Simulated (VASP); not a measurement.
# Bi (Im-3m) in VASP: settings compared, part 2 of 2

VASP 6.6.1. The steps go on from the part before.

### Step 3. Single point, PBE (volume scaled by 0.94)

The input, INCAR:

```
SYSTEM = Bi
PREC     = Accurate       ! precision mode
ENCUT    = 520            ! plane-wave cutoff, eV
EDIFF    = 1E-6           ! SCF threshold, eV
ISMEAR   = -1             ! smearing method
SIGMA    = 0.05           ! smearing width, eV
LREAL    = .False.        ! projectors in reciprocal space
LASPH    = .True.         ! aspherical terms in the spheres
NELM     = 60             ! most SCF steps
ALGO     = Fast           ! electronic algorithm
ISIF     = 2              ! what is computed and relaxed
LWAVE    = .False.        ! write WAVECAR
LCHARG   = .False.        ! write CHGCAR
GGA      = PE             ! functional
NBANDS   = 14             ! bands
```

The input, KPOINTS:

```
regular mesh
0
Gamma
  9 9 9
  0 0 0
```

The input, POSCAR:

```
Bi
1.0
   -1.9409818243      1.9409818243      1.9409818243
    1.9409818243     -1.9409818243      1.9409818243
    1.9409818243      1.9409818243     -1.9409818243
Bi
1
Direct
    0.0000000000      0.0000000000      0.0000000000
```

Potentials or basis: VASP PAW PBE potentials, release 64 (Bi_d).

On the command line:

```console
cat potpaw_PBE.64/Bi_d/POTCAR > POTCAR
mpirun -np 1 vasp_std > vasp.out
```

OUTCAR:

```text
SYSTEM = Bi
   PREC = Accurate
   ENCUT = 520
   EDIFF = 1E-6
   ISMEAR = -1
   LREAL = .False.
   LASPH = .True.
   NELM = 60
   ISIF = 2
   GGA = PE

 ion  position               nearest neighbor table
   1  0.000  0.000  0.000-

  LATTYP: Found a body centered cubic cell.
 ALAT       =     3.8819636486

  Lattice vectors:

 A1 = (  -1.9409818243,   1.9409818243,   1.9409818243)
 A2 = (   1.9409818243,  -1.9409818243,   1.9409818243)
 A3 = (   1.9409818243,   1.9409818243,  -1.9409818243)

Analysis of symmetry for initial positions (statically):
=====================================================================
 Subroutine PRICEL returns:
 Original cell was already a primitive cell.

 Routine SETGRP: Setting up the symmetry group for a
 body centered cubic supercell.

 Subroutine GETGRP returns: Found 48 space group operations
 (whereof 48 operations were pure point group operations)
 out of a pool of 48 trial point group operations.

The static configuration has the point symmetry O_h .

Analysis of symmetry for dynamics (positions and initial velocities):
=====================================================================
 Subroutine PRICEL returns:
 Original cell was already a primitive cell.

 Routine SETGRP: Setting up the symmetry group for a
 body centered cubic supercell.

 Subroutine GETGRP returns: Found 48 space group operations
 (whereof 48 operations were pure point group operations)
 out of a pool of 48 trial point group operations.

The dynamic configuration has the point symmetry O_h .

 Subroutine INISYM returns: Found 48 space group operations
 (whereof 48 operations are pure point group operations),
 and found     1 'primitive' translations

----------------------------------------------------------------------------------------

                                     Primitive cell

  volume of cell :      29.2499

  direct lattice vectors                    reciprocal lattice vectors
    -1.940981824  1.940981824  1.940981824     0.000000000  0.257601588  0.257601588
     1.940981824 -1.940981824  1.940981824     0.257601588  0.000000000  0.257601588
     1.940981824  1.940981824 -1.940981824     0.257601588  0.257601588  0.000000000

  length of vectors
     3.361879136  3.361879136  3.361879136     0.364303659  0.364303659  0.364303659

  position of ions in fractional coordinates (direct lattice)
     0.000000000  0.000000000  0.000000000

  ion indices of the primitive-cell ions
   primitive index   ion index
                 1           1

----------------------------------------------------------------------------------------

 KPOINTS: regular mesh

Automatic generation of k-mesh.
 Grid dimensions read from file:
 generate k-points for:    9    9    9

 Generating k-lattice:

  Cartesian coordinates                     Fractional coordinates (reciprocal lattice)
     0.000000000  0.028622399  0.028622399     0.111111111  0.000000000  0.000000000
     0.028622399  0.000000000  0.028622399     0.000000000  0.111111111  0.000000000
     0.028622399  0.028622399  0.000000000     0.000000000  0.000000000  0.111111111

  Length of vectors
     0.040478184  0.040478184  0.040478184

  Shift w.r.t. Gamma in fractional coordinates (k-lattice)
     0.000000000  0.000000000  0.000000000

 Subroutine IBZKPT returns following result:
 ===========================================

 Found     35 irreducible k-points:

 Following reciprocal coordinates:
            Coordinates               Weight
  0.000000  0.000000  0.000000      1.000000
  0.111111  0.000000  0.000000     12.000000
  0.222222  0.000000  0.000000     12.000000
  0.333333  0.000000  0.000000     12.000000
  0.444444  0.000000  0.000000     12.000000
  0.111111  0.111111  0.000000     24.000000
[... 16 lines left out ...]
 -0.333333  0.444444  0.111111     48.000000
 -0.444444 -0.444444  0.111111     24.000000
 [... further k-points ...]
   k-points           NKPTS =     35   k-points in BZ     NKDIM =     35   number of bands    NBANDS=     14
   number of dos      NEDOS =    301   number of ions     NIONS =      1
   total plane-waves  NPLWV =  21952
   dimension x,y,z NGX =    28 NGY =   28 NGZ =   28
   dimension x,y,z NGXF=    56 NGYF=   56 NGZF=   56
   ions per type =               1
   NGX,Y,Z   is equivalent  to a cutoff of  13.85, 13.85, 13.85 a.u.
   NGXF,Y,Z  is equivalent  to a cutoff of  27.69, 27.69, 27.69 a.u.
 SYSTEM =  Bi
   PREC   = accura    normal or accurate (medium, high low for compatibility)
   ISTART =      0    job   : 0-new  1-cont  2-samecut
   ICHARG =      2    charge: 1-file 2-atom 10-const
   ISPIN  =      1    spin polarized calculation?
   LNONCOLLINEAR =      F non collinear calculations
   LSORBIT =      F    spin-orbit coupling
   LASPH  =      T    aspherical Exc in radial PAW
   ENCUT  =  520.0 eV  38.22 Ry    6.18 a.u.   6.25  6.25  6.25*2*pi/ulx,y,z
   NELM   =     60;   NELMIN=  2; NELMDL= -5     # of ELM steps
   EDIFF  = 0.1E-05   stopping-criterion for ELM
   LREAL  =      F    real-space projection
   EDIFFG = 0.1E-04   stopping-criterion for IOM
   NSW    =      0    number of steps for IOM
   IBRION =     -1    ionic relax: 0-MD 1-quasi-New 2-CG
   NFREE  =      0    steps in history (QN), initial steepest desc. (CG)
   ISIF   =      2    stress and relaxation
   ISYM   =      2    0-nonsym 1-usesym 2-fastsym
   POTIM  = 0.5000    time-step for ionic-motion
   TEBEG  =    0.0;   TEEND  =   0.0 temperature during run
   PSTRESS=    0.0 pullay stress
   NELECT =      15.0000    total number of electrons
   NUPDOWN=      -1.0000    fix difference up-down
   EMIN   =  10.00;   EMAX   =-10.00  energy-range for DOS
   EFERMI =   0.00;   METHOD = LEGACY
   ISMEAR =    -1;   SIGMA  =   0.05  broadening in eV -4-tet -1-fermi 0-gaus
   EFERMI_NEDOS =   21; number of points for ismear=-14 and -15
   IALGO  =     68    algorithm
   IMIX   =      4    mixing-type and parameters
     AMIX     =   0.40;   BMIX     =  1.00
     AMIX_MAG =   1.60;   BMIX_MAG =  1.00
  volume/ion in A,a.u.               =      29.25       197.39
  Fermi-wavevector in a.u.,A,eV,Ry     =   1.310380  2.476258 23.362491  1.717095
  Thomas-Fermi vector in A             =   2.440914
   LORBIT       =      0    0 simple, 1 ext, 2 COOP (PROOUT), +10 PAW based schemes
   GGA     = PE    functional components
   LHFCALC =     F    Hartree Fock is set to
   AEXX    =    0.0000 exact exchange contribution
   IVDW    =     0    specifies the selected vdW correction
   LEPSILON=     F    determine dielectric tensor
   LRPA    =     F    only Hartree local field effects (RPA)
 non-spin polarized calculation
 RMM-DIIS sequential band-by-band and
  energy-cutoff  :      520.00
  volume of cell :       29.25
 maximum number of plane-waves:       794
 NGX is ok and might be reduce to    28
   NGX = 13   NGY = 13   NGZ = 13

 number of electron      15.0000005 magnetization

 Free energy of the ion-electron system (eV)
  ---------------------------------------------------
  ext. energy  EPLUGINS =         0.00000000
  ---------------------------------------------------
  free energy    TOTEN  =        -3.73747054 eV

  energy without entropy =       -3.73257518  energy(sigma->0) =       -3.73502286

 E-fermi :   8.8311     XC(G=0): -10.5904

 val. band max:        8.8125898758   @ k =   0.2222   0.0000   0.0000
 cond. band min:       8.8606745480   @ k =  -0.2222   0.2222   0.1111
 fundamental gap:      0.0480846721
 Fermi energy:         8.8311323708

 k-point     1 :       0.0000    0.0000    0.0000
  band No.  band energies     occupation
      1     -14.3737      2.00000
      2     -14.3737      2.00000
      3     -14.3737      2.00000
      4     -14.2165      2.00000
      5     -14.2165      2.00000
      6      -5.2506      2.00000
      7      14.3009      0.00000
      8      14.3009      0.00000
      9      14.3009      0.00000
     10      18.6779      0.00000
     11      19.2002      0.00000
     12      19.2002      0.00000
     13      19.2002      0.00000
     14      20.8020      0.00000
[... 375 lines left out ...]
 k-point    24 :      -0.4444   -0.4444    0.1111
  band No.  band energies     occupation
      1     -14.3626      2.00000
      2     -14.3221      2.00000
      3     -14.2671      2.00000
      4     -14.2229      2.00000
      5     -14.1315      2.00000
      6      -1.3714      2.00000
      7       4.0213      2.00000
      8       7.7986      2.00000
      9      11.5628      0.00000
     10      16.3276      0.00000
     11      17.8072      0.00000
     12      18.8129      0.00000
     13      20.4355      0.00000
     14      26.8712      0.00000

 [... further k-points ...]

------------------------ aborting loop because EDIFF is reached ----------------------------------------

  FORCE on cell =-STRESS in cart. coord.  units (eV):
  Direction    XX          YY          ZZ          XY          YZ          ZX
  --------------------------------------------------------------------------------------
  -------------------------------------------------------------------------------------
  Total        0.8800336      0.8800336      0.8800336      0.0000000     -0.0000000      0.0000000
  in kB       48.2042608     48.2042608     48.2042608      0.0000000     -0.0000000      0.0000000
  external PRESSURE =      48.2042608 kB  Pullay stress =       0.0000000 kB

 VOLUME and BASIS-vectors are now :
 -----------------------------------------------------------------------------
  energy-cutoff  :      520.00
  volume of cell :       29.25
      direct lattice vectors                 reciprocal lattice vectors
    -1.940981824  1.940981824  1.940981824     0.000000000  0.257601588  0.257601588
     1.940981824 -1.940981824  1.940981824     0.257601588  0.000000000  0.257601588
     1.940981824  1.940981824 -1.940981824     0.257601588  0.257601588  0.000000000

 POSITION                                       TOTAL-FORCE (eV/Angst)
 -----------------------------------------------------------------------------------
      0.00000      0.00000      0.00000        -0.000000      0.000000      0.000000
 -----------------------------------------------------------------------------------
    total drift:                               -0.000000     -0.000000     -0.000000

  FREE ENERGIE OF THE ION-ELECTRON SYSTEM (eV)
  ---------------------------------------------------
  free  energy   TOTEN  =        -3.7374705425 eV

  energy  without entropy=       -3.7325751820  energy(sigma->0) =       -3.73502286
```

Wall time 7.3 s (1 thread of Intel Xeon 6975P-C (Granite Rapids), shared host); peak memory 0.15 GiB.

Results:

| Property | Result |
| --- | --- |
| Free energy | -3.7375 eV |
| Pressure | 4.8 GPa |

Caveat: spin-orbit coupling is left out, which moves the levels of the heavy elements.

### Step 4. Single point, PBE (volume scaled by 0.96)

The input, INCAR:

```
SYSTEM = Bi
PREC     = Accurate       ! precision mode
ENCUT    = 520            ! plane-wave cutoff, eV
EDIFF    = 1E-6           ! SCF threshold, eV
ISMEAR   = -1             ! smearing method
SIGMA    = 0.05           ! smearing width, eV
LREAL    = .FALSE.        ! projectors in reciprocal space
LASPH    = .TRUE.         ! aspherical terms in the spheres
NELM     = 100            ! most SCF steps
ALGO     = Normal         ! electronic algorithm
ISIF     = 2              ! what is computed and relaxed
LWAVE    = .FALSE.        ! write WAVECAR
LCHARG   = .FALSE.        ! write CHGCAR
GGA      = PE             ! functional
NBANDS   = 14             ! bands
```

The input, KPOINTS:

```
Automatic mesh
0
G
  9 9 9
  0 0 0
```

The input, POSCAR:

```
Bi
1.0
   -1.9546511608      1.9546511608      1.9546511608
    1.9546511608     -1.9546511608      1.9546511608
    1.9546511608      1.9546511608     -1.9546511608
Bi
1
Direct
    0.0000000000      0.0000000000      0.0000000000
```

On the command line:

```console
cat potpaw_PBE.64/Bi_d/POTCAR > POTCAR
mpirun -np 1 vasp_std > vasp.out
```

Run time: 6.3 s. Hardware: 1 thread of Intel Xeon 6975P-C (Granite Rapids), shared host; peak memory 0.15 GiB.

The run converged. Its results:

| Quantity | Value |
| --- | --- |
| Free energy | -3.7535 eV |
| Pressure | 3.3 GPa |

Levels at points of the mesh, in eV from the Fermi level:
```tsv
k point	band 3	band 4	band 5	band 6	band 7	band 8	band 9	band 10	band 11	band 12
(0.00, 0.00, 0.00)	-23.15	-23.01	-23.01	-13.90	5.34	5.34	5.34	9.59	10.40	10.40
```

Caveat: spin-orbit coupling is left out, which moves the levels of the heavy elements.

### Step 5. Single point, PBE (volume scaled by 0.98)

The input, INCAR:

```
PREC = Accurate
ENCUT = 520
EDIFF = 1E-6
ISMEAR = -1
SIGMA = 0.05
LREAL = F
LASPH = T
NELM = 80
ALGO = Fast
ISIF = 2
LWAVE = F
LCHARG = F
GGA = PE
NBANDS = 14
```

The input, KPOINTS:

```
regular mesh
0
Gamma
  9 9 9
```

The input, POSCAR:

```
Bi
1.0
   -1.9681319396      1.9681319396      1.9681319396
    1.9681319396     -1.9681319396      1.9681319396
    1.9681319396      1.9681319396     -1.9681319396
Bi
1
Direct
    0.0000000000      0.0000000000      0.0000000000
```

On the command line:

```console
cat potpaw_PBE.64/Bi_d/POTCAR > POTCAR
mpirun -np 1 vasp_std > vasp.out
```

Run time: 7.7 s. Hardware: 1 thread of Intel Xeon 6975P-C (Granite Rapids), shared host; peak memory 0.15 GiB.

Results (log left out):

```
Free energy : -3.7642 eV
Pressure    : 2.0 GPa
```

Levels at points of the mesh, in eV from the Fermi level:
| k point | band 4 | band 5 | band 6 | band 7 | band 8 | band 9 | band 10 | band 11 |
| --- | --- | --- | --- | --- | --- | --- | --- | --- |
| (0.00, 0.00, 0.00) | -22.97 | -22.97 | -13.72 | 5.21 | 5.21 | 5.21 | 9.34 | 10.43 |

Caveat: spin-orbit coupling is left out, which moves the levels of the heavy elements.

### Step 6. The runs side by side

| level | cell | gap on the mesh (eV) | pressure (GPa) |
| --- | --- | --- | --- |
| r2SCAN | a = 3.499 Å, angles 109.5°, 1 atom | none | -2.9 |
| PBE | a = 3.362 Å, angles 109.5°, 1 atom | none | 4.8 |
| PBE | a = 3.386 Å, angles 109.5°, 1 atom | none | 3.3 |
| PBE | a = 3.409 Å, angles 109.5°, 1 atom | none | 2.0 |

Alike in all rows: task single point; potentials or basis VASP PAW PBE potentials, release 64 (Bi_d); no spin polarisation; k mesh 9 × 9 × 9; cutoff (eV) 520; smearing fermi-dirac 0.05 eV.

Caveats: spin-orbit coupling is left out, which moves the levels of the heavy elements; the PAW data sets were made with another functional, which shifts forces and pressure a little (some runs).

Absolute energies hang on the potentials; compare differences alone.
